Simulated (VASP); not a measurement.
# AlN (rocksalt type) (Fm-3m) in VASP: further runs, part 3 of 3

VASP 6.6.1.

## (5) Single point, PBE (volume scaled by 0.8)

INCAR

```
ALGO = Normal
EDIFF = 1E-6
ENCUT = 520
GGA = PE
ISIF = 2
ISMEAR = -1
LASPH = T
LCHARG = T
LELF = T
LREAL = F
LVHAR = T
LWAVE = F
NBANDS = 11
NELM = 80
PREC = Accurate
SIGMA = 0.05
```

KPOINTS

```
k-points
0
Gamma
  17 17 17
```

POSCAR

```
AlN
1.0
    0.0000000000      1.8893840173      1.8893840173
    1.8893840173      0.0000000000      1.8893840173
    1.8893840173      1.8893840173      0.0000000000
Al N
1 1
Direct
    0.0000000000      0.0000000000      0.0000000000
    0.5000000000      0.5000000000      0.5000000000
```

Potentials or basis: VASP PAW PBE potentials, release 64 (Al, N).

Launch:

```
cat potpaw_PBE.64/Al/POTCAR potpaw_PBE.64/N/POTCAR > POTCAR
mpirun -np 1 vasp_std > vasp.out
```

OUTCAR:

```text
EDIFF = 1E-6
   ENCUT = 520
   GGA = PE
   ISIF = 2
   ISMEAR = -1
   LASPH = T
   LREAL = F
   NELM = 80
   PREC = Accurate

 ion  position               nearest neighbor table
   1  0.000  0.000  0.000-   2 1.89   2 1.89   2 1.89   2 1.89   2 1.89   2 1.89
   2  0.500  0.500  0.500-   1 1.89   1 1.89   1 1.89   1 1.89   1 1.89   1 1.89

  LATTYP: Found a face centered cubic cell.
 ALAT       =     3.7787680346

  Lattice vectors:

 A1 = (   0.0000000000,   1.8893840173,   1.8893840173)
 A2 = (   1.8893840173,   0.0000000000,   1.8893840173)
 A3 = (   1.8893840173,   1.8893840173,   0.0000000000)

Analysis of symmetry for initial positions (statically):
=====================================================================
 Subroutine PRICEL returns:
 Original cell was already a primitive cell.

 Routine SETGRP: Setting up the symmetry group for a
 face centered cubic supercell.

 Subroutine GETGRP returns: Found 48 space group operations
 (whereof 48 operations were pure point group operations)
 out of a pool of 48 trial point group operations.

The static configuration has the point symmetry O_h .

Analysis of symmetry for dynamics (positions and initial velocities):
=====================================================================
 Subroutine PRICEL returns:
 Original cell was already a primitive cell.

 Routine SETGRP: Setting up the symmetry group for a
 face centered cubic supercell.

 Subroutine GETGRP returns: Found 48 space group operations
 (whereof 48 operations were pure point group operations)
 out of a pool of 48 trial point group operations.

The dynamic configuration has the point symmetry O_h .

 Subroutine INISYM returns: Found 48 space group operations
 (whereof 48 operations are pure point group operations),
 and found     1 'primitive' translations

----------------------------------------------------------------------------------------

                                     Primitive cell

  volume of cell :      13.4893

  direct lattice vectors                    reciprocal lattice vectors
     0.000000000  1.889384017  1.889384017    -0.264636514  0.264636514  0.264636514
     1.889384017  0.000000000  1.889384017     0.264636514 -0.264636514  0.264636514
     1.889384017  1.889384017  0.000000000     0.264636514  0.264636514 -0.264636514

  length of vectors
     2.671992502  2.671992502  2.671992502     0.458363888  0.458363888  0.458363888

  position of ions in fractional coordinates (direct lattice)
     0.000000000  0.000000000  0.000000000
     0.500000000  0.500000000  0.500000000

  ion indices of the primitive-cell ions
   primitive index   ion index
                 1           1
                 2           2

----------------------------------------------------------------------------------------

 KPOINTS: k-points

Automatic generation of k-mesh.
 Grid dimensions read from file:
 generate k-points for:   17   17   17

 Generating k-lattice:

  Cartesian coordinates                     Fractional coordinates (reciprocal lattice)
    -0.015566854  0.015566854  0.015566854     0.058823529  0.000000000  0.000000000
     0.015566854 -0.015566854  0.015566854     0.000000000  0.058823529  0.000000000
     0.015566854  0.015566854 -0.015566854     0.000000000  0.000000000  0.058823529

  Length of vectors
     0.026962582  0.026962582  0.026962582

  Shift w.r.t. Gamma in fractional coordinates (k-lattice)
     0.000000000  0.000000000  0.000000000

 Subroutine IBZKPT returns following result:
 ===========================================

 Found    165 irreducible k-points:

 Following reciprocal coordinates:
            Coordinates               Weight
  0.000000  0.000000  0.000000      1.000000
  0.058824  0.000000  0.000000      8.000000
  0.117647  0.000000  0.000000      8.000000
  0.176471  0.000000  0.000000      8.000000
  0.235294  0.000000  0.000000      8.000000
  0.294118  0.000000  0.000000      8.000000
[... 16 lines left out ...]
 -0.176471  0.058824  0.000000     24.000000
 -0.117647  0.058824  0.000000     24.000000
 [... further k-points ...]
   k-points           NKPTS =    165   k-points in BZ     NKDIM =    165   number of bands    NBANDS=     11
   number of dos      NEDOS =    301   number of ions     NIONS =      2
   total plane-waves  NPLWV =   8000
   dimension x,y,z NGX =    20 NGY =   20 NGZ =   20
   dimension x,y,z NGXF=    40 NGYF=   40 NGZF=   40
   ions per type =               1   1
   NGX,Y,Z   is equivalent  to a cutoff of  12.44, 12.44, 12.44 a.u.
   NGXF,Y,Z  is equivalent  to a cutoff of  24.89, 24.89, 24.89 a.u.
 SYSTEM =  unknown system
   PREC   = accura    normal or accurate (medium, high low for compatibility)
   ISTART =      0    job   : 0-new  1-cont  2-samecut
   ICHARG =      2    charge: 1-file 2-atom 10-const
   ISPIN  =      1    spin polarized calculation?
   LNONCOLLINEAR =      F non collinear calculations
   LSORBIT =      F    spin-orbit coupling
   LASPH  =      T    aspherical Exc in radial PAW
   ENCUT  =  520.0 eV  38.22 Ry    6.18 a.u.   4.97  4.97  4.97*2*pi/ulx,y,z
   NELM   =     80;   NELMIN=  2; NELMDL= -5     # of ELM steps
   EDIFF  = 0.1E-05   stopping-criterion for ELM
   LREAL  =      F    real-space projection
[... 7 lines left out ...]
   TEBEG  =    0.0;   TEEND  =   0.0 temperature during run
   PSTRESS=    0.0 pullay stress
   NELECT =       8.0000    total number of electrons
   NUPDOWN=      -1.0000    fix difference up-down
   EMIN   =  10.00;   EMAX   =-10.00  energy-range for DOS
   EFERMI =   0.00;   METHOD = LEGACY
   ISMEAR =    -1;   SIGMA  =   0.05  broadening in eV -4-tet -1-fermi 0-gaus
   EFERMI_NEDOS =   21; number of points for ismear=-14 and -15
   IALGO  =     38    algorithm
   IMIX   =      4    mixing-type and parameters
     AMIX     =   0.40;   BMIX     =  1.00
     AMIX_MAG =   1.60;   BMIX_MAG =  1.00
  volume/ion in A,a.u.               =       6.74        45.52
  Fermi-wavevector in a.u.,A,eV,Ry     =   1.375439  2.599202 25.739934  1.891832
  Thomas-Fermi vector in A             =   2.500774
   LORBIT       =      0    0 simple, 1 ext, 2 COOP (PROOUT), +10 PAW based schemes
   GGA     = PE    functional components
   LHFCALC =     F    Hartree Fock is set to
   AEXX    =    0.0000 exact exchange contribution
   IVDW    =     0    specifies the selected vdW correction
   LEPSILON=     F    determine dielectric tensor
   LRPA    =     F    only Hartree local field effects (RPA)
 non-spin polarized calculation
  energy-cutoff  :      520.00
  volume of cell :       13.49
 maximum number of plane-waves:       374
   NGX =  9   NGY =  9   NGZ =  9

 number of electron       8.0000000 magnetization

 Free energy of the ion-electron system (eV)
  ---------------------------------------------------
  ext. energy  EPLUGINS =         0.00000000
  ---------------------------------------------------
  free energy    TOTEN  =       -13.78613152 eV

  energy without entropy =      -13.78613152  energy(sigma->0) =      -13.78613152

 E-fermi :  13.8838     XC(G=0): -13.2714

 val. band max:       12.8361628732   @ k =   0.0000   0.0000   0.0000
 cond. band min:      17.7369803899   @ k =   0.4706   0.4706   0.0000
 fundamental gap:      4.9008175167
 Fermi energy:        13.8837657180

 k-point     1 :       0.0000    0.0000    0.0000
  band No.  band energies     occupation
      1      -6.7091      2.00000
      2      12.8362      2.00000
      3      12.8362      2.00000
      4      12.8362      2.00000
      5      21.7600      0.00000
      6      25.6294      0.00000
      7      25.6294      0.00000
      8      25.6294      0.00000
      9      31.3560      0.00000
     10      32.1567      0.00000
     11      32.1567      0.00000
[... 309 lines left out ...]
 k-point    24 :      -0.1176    0.0588    0.0000
  band No.  band energies     occupation
      1      -6.1722      2.00000
      2      10.8805      2.00000
      3      12.1327      2.00000
      4      12.6133      2.00000
      5      22.5458      0.00000
      6      24.1895      0.00000
      7      26.3082      0.00000
      8      26.7650      0.00000
      9      29.7349      0.00000
     10      31.2296      0.00000
     11      34.4509      0.00000

 [... further k-points ...]

------------------------ aborting loop because EDIFF is reached ----------------------------------------

  FORCE on cell =-STRESS in cart. coord.  units (eV):
  Direction    XX          YY          ZZ          XY          YZ          ZX
  --------------------------------------------------------------------------------------
  -------------------------------------------------------------------------------------
  Total        7.3150343      7.3150343      7.3150343      0.0000000     -0.0000000      0.0000000
  in kB      868.8328672    868.8328672    868.8328672      0.0000000     -0.0000000      0.0000000
  external PRESSURE =     868.8328672 kB  Pullay stress =       0.0000000 kB

 VOLUME and BASIS-vectors are now :
 -----------------------------------------------------------------------------
  energy-cutoff  :      520.00
  volume of cell :       13.49
      direct lattice vectors                 reciprocal lattice vectors
     0.000000000  1.889384017  1.889384017    -0.264636514  0.264636514  0.264636514
     1.889384017  0.000000000  1.889384017     0.264636514 -0.264636514  0.264636514
     1.889384017  1.889384017  0.000000000     0.264636514  0.264636514 -0.264636514

 POSITION                                       TOTAL-FORCE (eV/Angst)
 -----------------------------------------------------------------------------------
      0.00000      0.00000      0.00000        -0.000000     -0.000000     -0.000000
      1.88938      1.88938      1.88938         0.000000      0.000000      0.000000
 -----------------------------------------------------------------------------------
    total drift:                                0.000000      0.000000      0.000000

  FREE ENERGIE OF THE ION-ELECTRON SYSTEM (eV)
  ---------------------------------------------------
  free  energy   TOTEN  =       -13.7861315172 eV

  energy  without entropy=      -13.7861315172  energy(sigma->0) =      -13.78613152
```

OSZICAR:

```text
N       E                     dE             d eps       ncg     rms          rms(c)
DAV:   1     0.119822370266E+02    0.11982E+02   -0.42003E+03  3742   0.635E+02
DAV:   2    -0.151720208345E+02   -0.27154E+02   -0.26228E+02  4473   0.150E+02
DAV:   3    -0.157871209852E+02   -0.61510E+00   -0.61428E+00  4424   0.201E+01
DAV:   4    -0.157891727338E+02   -0.20517E-02   -0.20516E-02  4068   0.124E+00
DAV:   5    -0.157891873236E+02   -0.14590E-04   -0.14590E-04  4310   0.975E-02    0.865E+00
DAV:   6    -0.138453971705E+02    0.19438E+01   -0.67318E+00  4002   0.151E+01    0.334E+00
DAV:   7    -0.137920188472E+02    0.53378E-01   -0.35215E-01  4157   0.402E+00    0.208E+00
DAV:   8    -0.137864742636E+02    0.55446E-02   -0.14797E-02  4005   0.105E+00    0.428E-01
DAV:   9    -0.137861003317E+02    0.37393E-03   -0.12523E-03  4119   0.235E-01    0.199E-01
DAV:  10    -0.137861406396E+02   -0.40308E-04   -0.15635E-04  4134   0.883E-02    0.801E-02
DAV:  11    -0.137861314841E+02    0.91555E-05   -0.32150E-05  4263   0.347E-02    0.869E-03
DAV:  12    -0.137861315172E+02   -0.33098E-07   -0.85719E-07  2157   0.826E-03
   1 F= -.13786132E+02 E0= -.13786132E+02  d E =-.407572E-11
```

stdout:

```text
POSCAR found type information on POSCAR AlN
 POSCAR found :  2 types and       2 ions
 scaLAPACK will be used
 LDA part: xc-table for (Slater+PW92), standard interpolation
 POSCAR, INCAR and KPOINTS ok, starting setup
 FFT: planning ... GRIDC
 FFT: planning ... GRID_SOFT
 FFT: planning ... GRID
 WAVECAR not read
 entering main loop
```

It took 9.2 s on 1 thread of Intel Xeon 6975P-C (Granite Rapids), shared host; peak memory 0.14 GiB.

What came out:

| Quantity | Value |
| --- | --- |
| Free energy | -13.7861 eV |
| Pressure | 86.9 GPa |
| Band gap on the k mesh | 4.90 eV, indirect (least direct gap 8.24 eV) |

## (6) Summary

| cell | gap on the mesh (eV) | pressure (GPa) |
| --- | --- | --- |
| a = 2.358 Å, angles 60.0°, 2 atoms | 3.39 | 481.9 |
| a = 2.480 Å, angles 60.0°, 2 atoms | 4.13 | 268.8 |
| a = 2.580 Å, angles 60.0°, 2 atoms | 4.58 | 157.4 |
| a = 2.672 Å, angles 60.0°, 2 atoms | 4.90 | 86.9 |

Alike in all rows: task single point; level PBE; potentials or basis VASP PAW PBE potentials, release 64 (Al, N); no spin polarisation; k mesh 17 × 17 × 17; cutoff (eV) 520; smearing fermi-dirac 0.05 eV.

Total energies depend on the potentials used, so only differences within one code and one set of settings carry meaning.
